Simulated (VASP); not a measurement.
# WC in VASP: single point with PBE+D3(BJ)

Aim: the single point of WC with PBE+D3(BJ).

All numbers are computed with VASP 6.6.1; they aren't measurements. Logs are shortened: lines on timing, memory, paths and dates and some standing lists are left out, and cuts for length are marked.

**1. The cell of the first run**

The cell holds a slab with vacuum, 24 atoms: a = 5.665 Å, b = 5.804 Å, c = 25.754 Å, α = 90.00°, β = 90.00°, γ = 90.00°.

**2. Single point, PBE+D3(BJ)**

INCAR

```
SYSTEM = WC
ALGO     = Normal         ! electronic algorithm
DIPOL    = 0.5 0.5 0.425
EDIFF    = 1E-7           ! SCF threshold, eV
ENCUT    = 520            ! plane-wave cutoff, eV
GGA      = PE             ! functional
IDIPOL   = 3            
ISIF     = 2              ! what is computed and relaxed
ISMEAR   = 0              ! smearing method
IVDW     = 12             ! dispersion correction
LASPH    = .True.         ! aspherical terms in the spheres
LCHARG   = .False.        ! write CHGCAR
LDIPOL   = .True.       
LREAL    = Auto         
LWAVE    = .False.        ! write WAVECAR
NBANDS   = 126            ! bands
NELM     = 80             ! most SCF steps
PREC     = Accurate       ! precision mode
SIGMA    = 0.1            ! smearing width, eV
```

KPOINTS

```
k-points
0
Gamma
  4 3 1
  0 0 0
```

POSCAR

```
WC
1.0
    5.6653313024      0.0000000000      0.0000000000
    0.0000000000      5.8038113753      0.0000000000
    0.0000000000      0.0000000000     25.7542561048
C W
12 12
Direct
    0.2500000000      0.0000000000      0.3106282693
    0.2500000000      0.5000000000      0.3106282693
    0.7500000000      0.0000000000      0.3106282693
    0.7500000000      0.5000000000      0.3106282693
    0.2500000000      0.7500000000      0.4082091908
    0.2500000000      0.2500000000      0.4082091908
    0.7500000000      0.7500000000      0.4082091908
    0.7500000000      0.2500000000      0.4082091908
    0.2500170498      0.4993719355      0.5068289231
    0.2499439621      0.0006366802      0.5069092006
    0.7499353988      0.4993593791      0.5068684218
    0.7500317421      0.0006184541      0.5069264150
    0.0000000000      0.7500000000      0.3431552432
    0.0000000000      0.2500000000      0.3431552432
    0.5000000000      0.7500000000      0.3431552432
    0.5000000000      0.2500000000      0.3431552432
   -0.0000050916      0.4998121749      0.4411166939
   -0.0000076081      0.0002167947      0.4411441234
    0.4999933942      0.4997565667      0.4411498788
    0.5000036083      0.0002331520      0.4411726667
    0.0000276975      0.2502663019      0.5373278123
    0.0000531956      0.7498071628      0.5371283814
    0.4999703579      0.2500233598      0.5376592615
    0.4998861470      0.7498763151      0.5367536913
```

Potentials or basis: VASP PAW PBE potentials, release 64 (C, W_sv).

Started as:

```sh
> cat potpaw_PBE.64/C/POTCAR potpaw_PBE.64/W_sv/POTCAR > POTCAR
> mpirun -np 1 vasp_std > vasp.out
```

OUTCAR:

```text
SYSTEM = WC
   EDIFF = 1E-7
   ENCUT = 520
   GGA = PE
   ISIF = 2
   ISMEAR = 0
   IVDW = 12
   LASPH = .True.
   LREAL = Auto
   NELM = 80
   PREC = Accurate
 IVDW          = 12

 ion  position               nearest neighbor table
   1  0.250  0.000  0.311-  13 2.19  14 2.19  15 2.19  16 2.19
   2  0.250  0.500  0.311-  13 2.19  14 2.19  15 2.19  16 2.19
   3  0.750  0.000  0.311-  13 2.19  14 2.19  15 2.19  16 2.19
   4  0.750  0.500  0.311-  13 2.19  14 2.19  15 2.19  16 2.19
   5  0.250  0.750  0.408-  13 2.19  15 2.19  17 2.20  18 2.20  19 2.20  20 2.20
   6  0.250  0.250  0.408-  14 2.19  16 2.19  17 2.20  19 2.20  18 2.20  20 2.20
   7  0.750  0.750  0.408-  13 2.19  15 2.19  17 2.20  18 2.20  19 2.20  20 2.20
   8  0.750  0.250  0.408-  14 2.19  16 2.19  17 2.20  18 2.20  19 2.20  20 2.20
   9  0.250  0.499  0.507-  24 2.17  21 2.17  22 2.17  23 2.17  19 2.21  17 2.21
  10  0.250  0.001  0.507-  24 2.17  21 2.17  23 2.17  22 2.17  20 2.21  18 2.21
  11  0.750  0.499  0.507-  21 2.17  24 2.17  22 2.17  23 2.17  19 2.21  17 2.21
  12  0.750  0.001  0.507-  24 2.17  21 2.17  23 2.17  22 2.17  20 2.21  18 2.21
  13  0.000  0.750  0.343-   5 2.19   7 2.19   3 2.19   4 2.19   1 2.19   2 2.19  15 2.83  15 2.83
                            14 2.90  14 2.90  17 2.91  18 2.91
  14  0.000  0.250  0.343-   6 2.19   8 2.19   3 2.19   4 2.19   1 2.19   2 2.19  16 2.83  16 2.83
                            13 2.90  13 2.90  17 2.91  18 2.91
  15  0.500  0.750  0.343-   5 2.19   7 2.19   3 2.19   4 2.19   1 2.19   2 2.19  13 2.83  13 2.83
[... 5 lines left out ...]
  18  1.000  0.000  0.441-   8 2.20   6 2.20   7 2.20   5 2.20  10 2.21  12 2.21  20 2.83  20 2.83
                            22 2.87  21 2.87  17 2.90  17 2.90  14 2.91  13 2.91
  19  0.500  0.500  0.441-   6 2.20   8 2.20   5 2.20   7 2.20   9 2.21  11 2.21  17 2.83  17 2.83
                            24 2.86  23 2.88  20 2.90  20 2.90  16 2.91  15 2.91
  20  0.500  0.000  0.441-   8 2.20   6 2.20   7 2.20   5 2.20  10 2.21  12 2.21  18 2.83  18 2.83
                            24 2.86  23 2.88  19 2.90  19 2.90  16 2.91  15 2.91
  21  0.000  0.250  0.537-  11 2.17   9 2.17  10 2.17  12 2.17  23 2.83  23 2.83  17 2.87  18 2.87
                            22 2.90  22 2.90
  22  0.000  0.750  0.537-   9 2.17  11 2.17  10 2.17  12 2.17  24 2.83  24 2.83  17 2.87  18 2.87
                            21 2.90  21 2.90
  23  0.500  0.250  0.538-  11 2.17  10 2.17  12 2.17   9 2.17  21 2.83  21 2.83  20 2.88  19 2.88
                            24 2.90  24 2.90
  24  0.500  0.750  0.537-   9 2.17  11 2.17  10 2.17  12 2.17  22 2.83  22 2.83  19 2.86  20 2.86
                            23 2.90  23 2.90

  LATTYP: Found a simple orthorhombic cell.
 ALAT       =     5.6653313024
 B/A-ratio  =     1.0244434201
 C/A-ratio  =     4.5459399866

  Lattice vectors:

 A1 = (   5.6653313024,   0.0000000000,   0.0000000000)
 A2 = (   0.0000000000,   5.8038113753,   0.0000000000)
 A3 = (   0.0000000000,   0.0000000000,  25.7542561048)

Analysis of symmetry for initial positions (statically):
=====================================================================
 Subroutine PRICEL returns:
 Original cell was already a primitive cell.

 Routine SETGRP: Setting up the symmetry group for a
 simple orthorhombic supercell.

 Subroutine GETGRP returns: Found  1 space group operations
 (whereof  1 operations were pure point group operations)
 out of a pool of  8 trial point group operations.

The static configuration has the point symmetry C_1 .

Analysis of symmetry for dynamics (positions and initial velocities):
=====================================================================
 Subroutine PRICEL returns:
 Original cell was already a primitive cell.

 Routine SETGRP: Setting up the symmetry group for a
 simple orthorhombic supercell.

 Subroutine GETGRP returns: Found  1 space group operations
 (whereof  1 operations were pure point group operations)
 out of a pool of  8 trial point group operations.

The dynamic configuration has the point symmetry C_1 .

 Subroutine INISYM returns: Found  1 space group operations
 (whereof  1 operations are pure point group operations),
 and found     1 'primitive' translations

----------------------------------------------------------------------------------------

                                     Primitive cell

  volume of cell :     846.8132

  direct lattice vectors                    reciprocal lattice vectors
     5.665331302  0.000000000  0.000000000     0.176512184  0.000000000  0.000000000
     0.000000000  5.803811375  0.000000000     0.000000000  0.172300569  0.000000000
     0.000000000  0.000000000 25.754256105     0.000000000  0.000000000  0.038828534

[... 70 lines left out ...]

  Length of vectors
     0.044128046  0.057433523  0.038828534

  Shift w.r.t. Gamma in fractional coordinates (k-lattice)
     0.000000000  0.000000000  0.000000000

 Subroutine IBZKPT returns following result:
 ===========================================

 Found      7 irreducible k-points:

 Following reciprocal coordinates:
            Coordinates               Weight
  0.000000  0.000000  0.000000      1.000000
  0.250000  0.000000  0.000000      2.000000
  0.500000  0.000000  0.000000      1.000000
  0.000000  0.333333  0.000000      2.000000
  0.250000  0.333333  0.000000      2.000000
  0.250000 -0.333333  0.000000      2.000000
  0.500000  0.333333  0.000000      2.000000
   k-points           NKPTS =      7   k-points in BZ     NKDIM =      7   number of bands    NBANDS=    126
   number of dos      NEDOS =    301   number of ions     NIONS =     24
   total plane-waves  NPLWV = 387072
   dimension x,y,z NGX =    42 NGY =   48 NGZ =  192
   dimension x,y,z NGXF=    84 NGYF=   96 NGZF=  384
   ions per type =              12  12
   NGX,Y,Z   is equivalent  to a cutoff of  12.32, 13.75, 12.39 a.u.
   NGXF,Y,Z  is equivalent  to a cutoff of  24.65, 27.50, 24.79 a.u.
 SYSTEM =  WC
   PREC   = accura    normal or accurate (medium, high low for compatibility)
   ISTART =      0    job   : 0-new  1-cont  2-samecut
   ICHARG =      2    charge: 1-file 2-atom 10-const
   ISPIN  =      1    spin polarized calculation?
   LNONCOLLINEAR =      F non collinear calculations
   LSORBIT =      F    spin-orbit coupling
   LASPH  =      T    aspherical Exc in radial PAW
   ENCUT  =  520.0 eV  38.22 Ry    6.18 a.u.  10.53 10.79 47.89*2*pi/ulx,y,z
   NELM   =     80;   NELMIN=  2; NELMDL= -5     # of ELM steps
   EDIFF  = 0.1E-06   stopping-criterion for ELM
   LREAL  =      T    real-space projection
   EDIFFG = 0.1E-05   stopping-criterion for IOM
   NSW    =      0    number of steps for IOM
   IBRION =     -1    ionic relax: 0-MD 1-quasi-New 2-CG
   NFREE  =      0    steps in history (QN), initial steepest desc. (CG)
   ISIF   =      2    stress and relaxation
   ISYM   =      2    0-nonsym 1-usesym 2-fastsym
   POTIM  = 0.5000    time-step for ionic-motion
   TEBEG  =    0.0;   TEEND  =   0.0 temperature during run
   PSTRESS=    0.0 pullay stress
   NELECT =     216.0000    total number of electrons
   NUPDOWN=      -1.0000    fix difference up-down
   EMIN   =  10.00;   EMAX   =-10.00  energy-range for DOS
   EFERMI =   0.00;   METHOD = LEGACY
   ISMEAR =     0;   SIGMA  =   0.10  broadening in eV -4-tet -1-fermi 0-gaus
   EFERMI_NEDOS =   21; number of points for ismear=-14 and -15
   IALGO  =     38    algorithm
   IMIX   =      4    mixing-type and parameters
     AMIX     =   0.40;   BMIX     =  1.00
     AMIX_MAG =   1.60;   BMIX_MAG =  1.00
  volume/ion in A,a.u.               =      35.28       238.11
  Fermi-wavevector in a.u.,A,eV,Ry     =   1.038238  1.961985 14.666236  1.077938
  Thomas-Fermi vector in A             =   2.172713
   LORBIT       =      0    0 simple, 1 ext, 2 COOP (PROOUT), +10 PAW based schemes
   GGA     = PE    functional components
   LHFCALC =     F    Hartree Fock is set to
   AEXX    =    0.0000 exact exchange contribution
   IVDW    =    12    specifies the selected vdW correction
   LEPSILON=     F    determine dielectric tensor
   LRPA    =     F    only Hartree local field effects (RPA)
 non-spin polarized calculation
 Gauss-broadening in eV      SIGMA  =   0.10
  energy-cutoff  :      520.00
  volume of cell :      846.81
 maximum number of plane-waves:     22834
   NGX = 21   NGY = 21   NGZ = 95

 dipolmoment           0.000000      0.000000      1.352157 electrons x Angstroem

 number of electron     216.0000008 magnetization

 dipolmoment           0.000000      0.000000     -0.107797 electrons x Angstroem

 Free energy of the ion-electron system (eV)
  ---------------------------------------------------
  ext. energy  EPLUGINS =         0.00000000
  ---------------------------------------------------
  free energy    TOTEN  =      -253.31642732 eV

  energy without entropy =     -253.23012254  energy(sigma->0) =     -253.27327493

 E-fermi :  -0.6136     XC(G=0):  -4.8671

 val. band max:       -0.6161736379   @ k =   0.2500   0.3333   0.0000
 cond. band min:      -0.6111179199   @ k =   0.0000   0.3333   0.0000
 fundamental gap:      0.0050557179
 Fermi energy:        -0.6135860857

 k-point     1 :       0.0000    0.0000    0.0000
  band No.  band energies     occupation
      1     -74.6482      2.00000
      2     -74.6153      2.00000
      3     -74.6134      2.00000
      4     -74.6074      2.00000
      5     -74.5838      2.00000
      6     -74.5760      2.00000
[... 850 lines left out ...]
    119       1.7494      0.00000
    120       1.7499      0.00000
 [bands above 120 left out]

------------------------ aborting loop because EDIFF is reached ----------------------------------------

 vacuum level on the upper side and lower side of the slab       (xc-potential included)        -0.373         0.214

 Edisp (eV)   -7.67669

 E8    (eV) :    -3.6458

  FORCE on cell =-STRESS in cart. coord.  units (eV):
  Direction    XX          YY          ZZ          XY          YZ          ZX
  --------------------------------------------------------------------------------------
  -------------------------------------------------------------------------------------
  Total     -16.29301   -14.61330    -7.59719     0.00015     0.00256     0.00536
  in kB     -30.82650   -27.64847   -14.37395     0.00028     0.00484     0.01014
  external pressure =      -24.28 kB  Pullay stress =        0.00 kB

 VOLUME and BASIS-vectors are now :
 -----------------------------------------------------------------------------
  energy-cutoff  :      520.00
  volume of cell :      846.81
      direct lattice vectors                 reciprocal lattice vectors
     5.665331302  0.000000000  0.000000000     0.176512184  0.000000000  0.000000000
     0.000000000  5.803811375  0.000000000     0.000000000  0.172300569  0.000000000
     0.000000000  0.000000000 25.754256105     0.000000000  0.000000000  0.038828534

 POSITION                                       TOTAL-FORCE (eV/Angst)
 -----------------------------------------------------------------------------------
      1.41633      0.00000      8.00000         0.000190      0.003069      2.508263
      1.41633      2.90191      8.00000         0.000174     -0.002827      2.507642
      4.24900      0.00000      8.00000        -0.000217      0.003012      2.508305
      4.24900      2.90191      8.00000        -0.000213     -0.002912      2.507464
      1.41633      4.35286     10.51312         0.002460      0.003462     -0.022661
      1.41633      1.45095     10.51312         0.000519     -0.002525     -0.024838
[... 16 lines left out ...]
      2.83250      1.45109     13.84701        -0.000911      0.002162     -0.028794
      2.83202      4.35214     13.82369         0.005198      0.003576      0.146565
 -----------------------------------------------------------------------------------
    total drift:                                0.000518     -0.001384     -0.038412

  FREE ENERGIE OF THE ION-ELECTRON SYSTEM (eV)
  ---------------------------------------------------
  free  energy   TOTEN  =      -260.9931179675 eV

  energy  without entropy=     -260.9068131916  energy(sigma->0) =     -260.94996558

 vacuum level on the upper side and lower side of the slab         4.640         5.242
```

Wall time 36 min (1 thread of Intel Xeon 6975P-C (Granite Rapids), shared host); peak memory 0.99 GiB.

What came out:

```
Free energy                : -260.9931 eV
Largest force              : 2.553 eV/Å
Band gap on the k mesh     : zero (bands 108 and 109 overlap by 0.68 eV)
Dispersion energy per atom : -0.320 eV
```

Forces on the atoms (eV/Å):
```
C    0.000  0.003  2.508
C    0.000 -0.003  2.508
C    0.000  0.003  2.508
C    0.000 -0.003  2.507
C    0.002  0.003 -0.023
C    0.001 -0.003 -0.025
C   -0.003  0.003 -0.021
C   -0.001 -0.003 -0.024
C   -0.004  0.021  0.010
C   -0.003 -0.022 -0.002
C    0.007  0.024  0.001
C    0.003 -0.023  0.000
W    0.000  0.000 -2.533
W    0.000  0.000 -2.553
W    0.000  0.000 -2.527
W    0.000  0.000 -2.550
W   -0.002  0.016  0.013
W    0.000 -0.018  0.016
W    0.002  0.014 -0.015
W   -0.001 -0.014 -0.012
W   -0.001 -0.010  0.070
W   -0.004  0.006  0.025
W   -0.001  0.002 -0.029
W    0.005  0.004  0.147
```

Caveat: the k points lie up to 0.36 Å⁻¹ apart, too coarse for converged energies and pressures of a metal; spin-orbit coupling is left out, which moves the levels of the heavy elements.
